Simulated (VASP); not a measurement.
# BAs in VASP: further runs

Runs on BAs. Level: PBE. Tasks: single point.

All numbers are computed with VASP 6.6.1; they aren't measurements. Logs are shortened: lines on timing, memory, paths and dates and some standing lists are left out, and cuts for length are marked.

**1. The cell of the first run**

It takes space group F-43m (No. 216, cubic). The conventional cell has a = 4.745 Å, b = 4.745 Å, c = 4.745 Å, α = 90.00°, β = 90.00°, γ = 90.00°. B (site symmetry -43m) has 4 As at 2.05 Å within 2.7 Å. As (site symmetry -43m) has 4 B at 2.05 Å within 2.7 Å.

**2. Single point, PBE (13.35 Å³/atom)**

Contents of INCAR:

```
PREC = Accurate
ENCUT = 560
EDIFF = 1E-6
ISMEAR = -1
SIGMA = 0.02
LREAL = F
LASPH = T
NELM = 120
ALGO = Normal
ISIF = 2
LWAVE = F
LCHARG = F
GGA = PE
NBANDS = 16
GGA_COMPAT = F
```

Contents of KPOINTS:

```
Automatic mesh
0
Gamma
  16 16 16
```

Contents of POSCAR:

```
BAs
1.0
    0.0000000000      2.3724693156      2.3724693156
    2.3724693156      0.0000000000      2.3724693156
    2.3724693156      2.3724693156      0.0000000000
B As
1 1
Direct
    0.0000000000      0.0000000000      0.0000000000
    0.2500000000      0.2500000000      0.2500000000
```

Potentials or basis: VASP PAW PBE potentials, release 64 (B, As_d).

On the command line:

```console
$ cat potpaw_PBE.64/B/POTCAR potpaw_PBE.64/As_d/POTCAR > POTCAR
$ mpirun -np 1 vasp_std > vasp.out
```

OUTCAR:

```text
PREC = Accurate
   ENCUT = 560
   EDIFF = 1E-6
   ISMEAR = -1
   LREAL = F
   LASPH = T
   NELM = 120
   ISIF = 2
   GGA = PE

 ion  position               nearest neighbor table
   1  0.000  0.000  0.000-   2 2.05   2 2.05   2 2.05   2 2.05
   2  0.250  0.250  0.250-   1 2.05   1 2.05   1 2.05   1 2.05

  LATTYP: Found a face centered cubic cell.
 ALAT       =     4.7449386312

  Lattice vectors:

 A1 = (   0.0000000000,   2.3724693156,   2.3724693156)
 A2 = (   2.3724693156,   0.0000000000,   2.3724693156)
 A3 = (   2.3724693156,   2.3724693156,   0.0000000000)

Analysis of symmetry for initial positions (statically):
=====================================================================
 Subroutine PRICEL returns:
 Original cell was already a primitive cell.

 Routine SETGRP: Setting up the symmetry group for a
 face centered cubic supercell.

 Subroutine GETGRP returns: Found 24 space group operations
 (whereof 24 operations were pure point group operations)
 out of a pool of 48 trial point group operations.

The static configuration has the point symmetry T_d .

Analysis of symmetry for dynamics (positions and initial velocities):
=====================================================================
 Subroutine PRICEL returns:
 Original cell was already a primitive cell.

 Routine SETGRP: Setting up the symmetry group for a
 face centered cubic supercell.

 Subroutine GETGRP returns: Found 24 space group operations
 (whereof 24 operations were pure point group operations)
 out of a pool of 48 trial point group operations.

The dynamic configuration has the point symmetry T_d .

 Subroutine INISYM returns: Found 24 space group operations
 (whereof 24 operations are pure point group operations),
 and found     1 'primitive' translations

----------------------------------------------------------------------------------------

                                     Primitive cell

  volume of cell :      26.7074

  direct lattice vectors                    reciprocal lattice vectors
     0.000000000  2.372469316  2.372469316    -0.210750882  0.210750882  0.210750882
     2.372469316  0.000000000  2.372469316     0.210750882 -0.210750882  0.210750882
     2.372469316  2.372469316  0.000000000     0.210750882  0.210750882 -0.210750882

  length of vectors
     3.355178282  3.355178282  3.355178282     0.365031235  0.365031235  0.365031235

  position of ions in fractional coordinates (direct lattice)
     0.000000000  0.000000000  0.000000000
     0.250000000  0.250000000  0.250000000

  ion indices of the primitive-cell ions
   primitive index   ion index
                 1           1
                 2           2

----------------------------------------------------------------------------------------

 KPOINTS: Automatic mesh

Automatic generation of k-mesh.
 Grid dimensions read from file:
 generate k-points for:   16   16   16

 Generating k-lattice:

  Cartesian coordinates                     Fractional coordinates (reciprocal lattice)
    -0.013171930  0.013171930  0.013171930     0.062500000  0.000000000  0.000000000
     0.013171930 -0.013171930  0.013171930     0.000000000  0.062500000  0.000000000
     0.013171930  0.013171930 -0.013171930     0.000000000  0.000000000  0.062500000

  Length of vectors
     0.022814452  0.022814452  0.022814452

  Shift w.r.t. Gamma in fractional coordinates (k-lattice)
     0.000000000  0.000000000  0.000000000

 Subroutine IBZKPT returns following result:
 ===========================================

 Found    145 irreducible k-points:

 Following reciprocal coordinates:
            Coordinates               Weight
  0.000000  0.000000  0.000000      1.000000
  0.062500  0.000000  0.000000      8.000000
  0.125000  0.000000  0.000000      8.000000
  0.187500  0.000000  0.000000      8.000000
  0.250000  0.000000  0.000000      8.000000
  0.312500  0.000000  0.000000      8.000000
[... 16 lines left out ...]
 -0.125000  0.062500  0.000000     24.000000
 -0.062500  0.062500  0.000000     12.000000
 [... further k-points ...]
   k-points           NKPTS =    145   k-points in BZ     NKDIM =    145   number of bands    NBANDS=     16
   number of dos      NEDOS =    301   number of ions     NIONS =      2
   total plane-waves  NPLWV =  21952
   dimension x,y,z NGX =    28 NGY =   28 NGZ =   28
   dimension x,y,z NGXF=    56 NGYF=   56 NGZF=   56
   ions per type =               1   1
   NGX,Y,Z   is equivalent  to a cutoff of  13.87, 13.87, 13.87 a.u.
   NGXF,Y,Z  is equivalent  to a cutoff of  27.75, 27.75, 27.75 a.u.
 SYSTEM =  unknown system
   PREC   = accura    normal or accurate (medium, high low for compatibility)
   ISTART =      0    job   : 0-new  1-cont  2-samecut
   ICHARG =      2    charge: 1-file 2-atom 10-const
   ISPIN  =      1    spin polarized calculation?
   LNONCOLLINEAR =      F non collinear calculations
   LSORBIT =      F    spin-orbit coupling
   LASPH  =      T    aspherical Exc in radial PAW
   ENCUT  =  560.0 eV  41.16 Ry    6.42 a.u.   6.47  6.47  6.47*2*pi/ulx,y,z
   NELM   =    120;   NELMIN=  2; NELMDL= -5     # of ELM steps
   EDIFF  = 0.1E-05   stopping-criterion for ELM
   LREAL  =      F    real-space projection
   EDIFFG = 0.1E-04   stopping-criterion for IOM
   NSW    =      0    number of steps for IOM
   IBRION =     -1    ionic relax: 0-MD 1-quasi-New 2-CG
   NFREE  =      0    steps in history (QN), initial steepest desc. (CG)
   ISIF   =      2    stress and relaxation
   ISYM   =      2    0-nonsym 1-usesym 2-fastsym
   POTIM  = 0.5000    time-step for ionic-motion
   TEBEG  =    0.0;   TEEND  =   0.0 temperature during run
   PSTRESS=    0.0 pullay stress
   NELECT =      18.0000    total number of electrons
   NUPDOWN=      -1.0000    fix difference up-down
   EMIN   =  10.00;   EMAX   =-10.00  energy-range for DOS
   EFERMI =   0.00;   METHOD = LEGACY
   ISMEAR =    -1;   SIGMA  =   0.02  broadening in eV -4-tet -1-fermi 0-gaus
   EFERMI_NEDOS =   21; number of points for ismear=-14 and -15
   IALGO  =     38    algorithm
   IMIX   =      4    mixing-type and parameters
     AMIX     =   0.40;   BMIX     =  1.00
     AMIX_MAG =   1.60;   BMIX_MAG =  1.00
  volume/ion in A,a.u.               =      13.35        90.12
  Fermi-wavevector in a.u.,A,eV,Ry     =   1.435341  2.712401 28.030771  2.060204
  Thomas-Fermi vector in A             =   2.554650
   LORBIT       =      0    0 simple, 1 ext, 2 COOP (PROOUT), +10 PAW based schemes
   GGA     = PE    functional components
   LHFCALC =     F    Hartree Fock is set to
   AEXX    =    0.0000 exact exchange contribution
   IVDW    =     0    specifies the selected vdW correction
   LEPSILON=     F    determine dielectric tensor
   LRPA    =     F    only Hartree local field effects (RPA)
 non-spin polarized calculation
  energy-cutoff  :      560.00
  volume of cell :       26.71
 maximum number of plane-waves:       825
 NGX is ok and might be reduce to    28
   NGX = 13   NGY = 13   NGZ = 13

 number of electron      18.0000007 magnetization

 Free energy of the ion-electron system (eV)
  ---------------------------------------------------
  ext. energy  EPLUGINS =         0.00000000
  ---------------------------------------------------
  free energy    TOTEN  =       -11.42688156 eV

  energy without entropy =      -11.42688156  energy(sigma->0) =      -11.42688156

 E-fermi :   5.3368     XC(G=0): -11.2333

 val. band max:        4.9969212311   @ k =   0.0000   0.0000   0.0000
 cond. band min:       6.1769325508   @ k =   0.3750   0.3750   0.0000
 fundamental gap:      1.1800113198
 Fermi energy:         5.3368367259

 k-point     1 :       0.0000    0.0000    0.0000
  band No.  band energies     occupation
      1     -30.8077      2.00000
      2     -30.8077      2.00000
      3     -30.8077      2.00000
      4     -30.7823      2.00000
      5     -30.7823      2.00000
      6     -10.5883      2.00000
[... 8 lines left out ...]
     15      18.2709      0.00000
     16      18.2709      0.00000

 k-point     2 :       0.0625    0.0000    0.0000
  band No.  band energies     occupation
      1     -30.8075      2.00000
      2     -30.8074      2.00000
      3     -30.8074      2.00000
      4     -30.7822      2.00000
      5     -30.7822      2.00000
      6     -10.5229      2.00000
[... 8 lines left out ...]
     15      17.5958      0.00000
     16      17.5958      0.00000

 k-point     3 :       0.1250    0.0000    0.0000
  band No.  band energies     occupation
      1     -30.8072      2.00000
      2     -30.8064      2.00000
      3     -30.8064      2.00000
      4     -30.7822      2.00000
      5     -30.7822      2.00000
      6     -10.3276      2.00000
[... 8 lines left out ...]
     15      16.8097      0.00000
     16      16.8097      0.00000

 k-point     4 :       0.1875    0.0000    0.0000
  band No.  band energies     occupation
      1     -30.8066      2.00000
      2     -30.8051      2.00000
      3     -30.8051      2.00000
      4     -30.7820      2.00000
      5     -30.7820      2.00000
      6     -10.0063      2.00000
[... 8 lines left out ...]
     15      16.3699      0.00000
     16      16.3699      0.00000

 k-point     5 :       0.2500    0.0000    0.0000
  band No.  band energies     occupation
      1     -30.8059      2.00000
      2     -30.8038      2.00000
      3     -30.8038      2.00000
      4     -30.7816      2.00000
      5     -30.7816      2.00000
      6      -9.5673      2.00000
[... 8 lines left out ...]
     15      16.4045      0.00000
     16      16.4166      0.00000

 k-point     6 :       0.3125    0.0000    0.0000
  band No.  band energies     occupation
      1     -30.8052      2.00000
      2     -30.8026      2.00000
      3     -30.8026      2.00000
      4     -30.7810      2.00000
      5     -30.7810      2.00000
      6      -9.0289      2.00000
[... 8 lines left out ...]
     15      16.9501      0.00000
     16      16.9501      0.00000

 k-point     7 :       0.3750    0.0000    0.0000
  band No.  band energies     occupation
      1     -30.8047      2.00000
      2     -30.8018      2.00000
      3     -30.8018      2.00000
      4     -30.7803      2.00000
      5     -30.7803      2.00000
      6      -8.4336      2.00000
[... 8 lines left out ...]
     15      17.9190      0.00000
     16      17.9190      0.00000

 k-point     8 :       0.4375    0.0000    0.0000
  band No.  band energies     occupation
      1     -30.8043      2.00000
      2     -30.8013      2.00000
      3     -30.8013      2.00000
      4     -30.7798      2.00000
      5     -30.7798      2.00000
      6      -7.8904      2.00000
[... 8 lines left out ...]
     15      19.1081      0.00000
     16      19.1081      0.00000

 k-point     9 :       0.5000    0.0000    0.0000
  band No.  band energies     occupation
      1     -30.8042      2.00000
      2     -30.8012      2.00000
      3     -30.8012      2.00000
      4     -30.7796      2.00000
      5     -30.7796      2.00000
      6      -7.6438      2.00000
[... 8 lines left out ...]
     15      19.8643      0.00000
     16      19.8643      0.00000
[... 172 lines left out ...]
 k-point    19 :      -0.3750    0.0625    0.0000
  band No.  band energies     occupation
      1     -30.8044      2.00000
      2     -30.8014      2.00000
      3     -30.8013      2.00000
      4     -30.7806      2.00000
      5     -30.7798      2.00000
      6      -8.1848      2.00000
[... 8 lines left out ...]
     15      17.5132      0.00000
     16      19.3379      0.00000

 k-point    20 :      -0.3125    0.0625    0.0000
  band No.  band energies     occupation
      1     -30.8050      2.00000
      2     -30.8021      2.00000
      3     -30.8019      2.00000
      4     -30.7814      2.00000
      5     -30.7802      2.00000
      6      -8.7786      2.00000
[... 8 lines left out ...]
     15      16.7320      0.00000
     16      18.4371      0.00000

 k-point    21 :      -0.2500    0.0625    0.0000
  band No.  band energies     occupation
      1     -30.8057      2.00000
      2     -30.8033      2.00000
      3     -30.8027      2.00000
      4     -30.7821      2.00000
      5     -30.7808      2.00000
      6      -9.3415      2.00000
[... 8 lines left out ...]
     15      16.5864      0.00000
     16      17.6970      0.00000

 k-point    22 :      -0.1875    0.0625    0.0000
  band No.  band energies     occupation
      1     -30.8065      2.00000
      2     -30.8047      2.00000
      3     -30.8039      2.00000
      4     -30.7825      2.00000
      5     -30.7813      2.00000
      6      -9.8155      2.00000
[... 8 lines left out ...]
     15      16.4861      0.00000
     16      17.2166      0.00000

 k-point    23 :      -0.1250    0.0625    0.0000
  band No.  band energies     occupation
      1     -30.8071      2.00000
      2     -30.8060      2.00000
      3     -30.8052      2.00000
      4     -30.7826      2.00000
      5     -30.7817      2.00000
      6     -10.1766      2.00000
[... 8 lines left out ...]
     15      16.1230      0.00000
     16      16.9759      0.00000

 k-point    24 :      -0.0625    0.0625    0.0000
  band No.  band energies     occupation
      1     -30.8075      2.00000
      2     -30.8070      2.00000
      3     -30.8065      2.00000
      4     -30.7824      2.00000
      5     -30.7820      2.00000
      6     -10.4141      2.00000
[... 8 lines left out ...]
     15      16.6291      0.00000
     16      17.4018      0.00000

 [... further k-points ...]

------------------------ aborting loop because EDIFF is reached ----------------------------------------

  FORCE on cell =-STRESS in cart. coord.  units (eV):
  Direction    XX          YY          ZZ          XY          YZ          ZX
  --------------------------------------------------------------------------------------
  -------------------------------------------------------------------------------------
  Total        0.9209609      0.9209609      0.9209609     -0.0000000      0.0000000      0.0000000
  in kB       55.2484346     55.2484346     55.2484346     -0.0000000      0.0000000      0.0000000
  external PRESSURE =      55.2484346 kB  Pullay stress =       0.0000000 kB

 VOLUME and BASIS-vectors are now :
 -----------------------------------------------------------------------------
  energy-cutoff  :      560.00
  volume of cell :       26.71
      direct lattice vectors                 reciprocal lattice vectors
     0.000000000  2.372469316  2.372469316    -0.210750882  0.210750882  0.210750882
     2.372469316  0.000000000  2.372469316     0.210750882 -0.210750882  0.210750882
     2.372469316  2.372469316  0.000000000     0.210750882  0.210750882 -0.210750882

 POSITION                                       TOTAL-FORCE (eV/Angst)
 -----------------------------------------------------------------------------------
      0.00000      0.00000      0.00000        -0.000000     -0.000000      0.000000
      1.18623      1.18623      1.18623         0.000000      0.000000     -0.000000
 -----------------------------------------------------------------------------------
    total drift:                                0.000001      0.000001      0.000001

  FREE ENERGIE OF THE ION-ELECTRON SYSTEM (eV)
  ---------------------------------------------------
  free  energy   TOTEN  =       -11.4268815642 eV

  energy  without entropy=      -11.4268815642  energy(sigma->0) =      -11.42688156
```

It took 63 s on 1 thread of Intel Xeon Platinum 8259CL at 2.50GHz (Skylake/Cascade Lake), shared host; peak memory 0.21 GiB.

What came out:

* Free energy: -11.4269 eV
* Pressure: 5.5 GPa
* Band gap on the k mesh: 1.18 eV (least direct gap 3.31 eV)

Caveat: the cell stands under pressure. A k mesh can miss the band edges.

(Part 1 of 2 ends here.)
